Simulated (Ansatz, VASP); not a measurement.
# WF2: VASP beside Ansatz

The input INCAR:

```
SYSTEM = WF2
PREC = Accurate
ENCUT = 600
EDIFF = 1E-6
ISMEAR = 0
SIGMA = 0.1
LREAL = .FALSE.
LASPH = .TRUE.
NELM = 200
ALGO = Normal
ISIF = 2
LWAVE = .FALSE.
LCHARG = .FALSE.
LMAXMIX = 4
LDAU = .TRUE.
LDAUTYPE = 2
LDAUL = 2 -1
LDAUU = 6.2 0
LDAUJ = 0 0
LDAUPRINT = 1
GGA = PE
NBANDS = 37
GGA_COMPAT = .FALSE.
```

Contents of KPOINTS:

```
regular mesh
0
G
  8 8 8
  0 0 0
```

The input POSCAR:

```
WF2
1.0
    4.9226722698      0.0000000000      0.0000000000
    0.0000000000      4.9226722698      0.0000000000
    0.0000000000      0.0000000000      4.1412370965
W F
2 4
Direct
    0.0000000000      0.0000000000      0.0000000000
    0.5000000000      0.5000000000      0.5000000000
    0.3097010678      0.3097010678      0.0000000000
    0.6902989322      0.6902989322      0.0000000000
    0.8097010678      0.1902989322      0.5000000000
    0.1902989322      0.8097010678      0.5000000000
```

Input for Ansatz:

```yaml
crystal:
  lattice:
    - [4.9226722698, 0.0, 0.0]
    - [0.0, 4.9226722698, 0.0]
    - [0.0, 0.0, 4.1412370965]
  atoms:
    - { symbol: W, position: [0.0, 0.0, 0.0] }
    - { symbol: W, position: [0.5, 0.5, 0.5] }
    - { symbol: F, position: [0.3097010678, 0.3097010678, 0.0] }
    - { symbol: F, position: [0.6902989322, 0.6902989322, 0.0] }
    - { symbol: F, position: [0.8097010678, 0.1902989322, 0.5] }
    - { symbol: F, position: [0.1902989322, 0.8097010678, 0.5] }
basis:
  ecutwfc: 420
kpoints:
  mp_grid: { grid: [8, 8, 8] }
hamiltonian:
  xc: pbe
  hubbard: { sites: [{ species: W, l: d, u_eff: 6.2 }] }
scf:
  occupations: { method: gaussian, width: 0.1 }
output:
  forces: true
  stress: true
  eigenvalues: true
```

Alike in both runs: task single point; functional PBE; k mesh 8 × 8 × 8; occupations gaussian, width 0.1 eV; no spin polarisation; Hubbard terms W d U = 6.2 eV.

|  | VASP | Ansatz |
| --- | --- | --- |
| version | VASP 6.6.1 | Ansatz 0.2.0 |
| potentials or method | VASP PAW PBE potentials, release 64 (W_sv, F), cutoff 600 eV | scalar-relativistic, plane waves, PAW |
| valence electrons in the cell | 56 | 56 |

Ansatz gave:

```
gap on the k mesh at the Fermi level (eV)                     : 1.38
least direct gap on the mesh (eV)                             : 1.83
pressure (GPa)                                                : -7.3
traceless stress, the component that is largest in VASP (GPa) : -9.24
rms of the force components (eV/Å)                            : 0.126
```

Question: Estimate VASP's values.

Answer: gap on the k mesh at the Fermi level (eV): 0.65; least direct gap on the mesh (eV): 1.18; pressure (GPa): -8.5; traceless stress, the component that is largest in VASP (GPa): -7.95; rms of the force components (eV/Å): 0.213.

The programs project onto different local orbitals, so the same U acts differently, and such runs can settle in different states. Atom by atom the forces differ by 0.087 eV/Å (rms over components).

Spin-orbit coupling is off throughout.
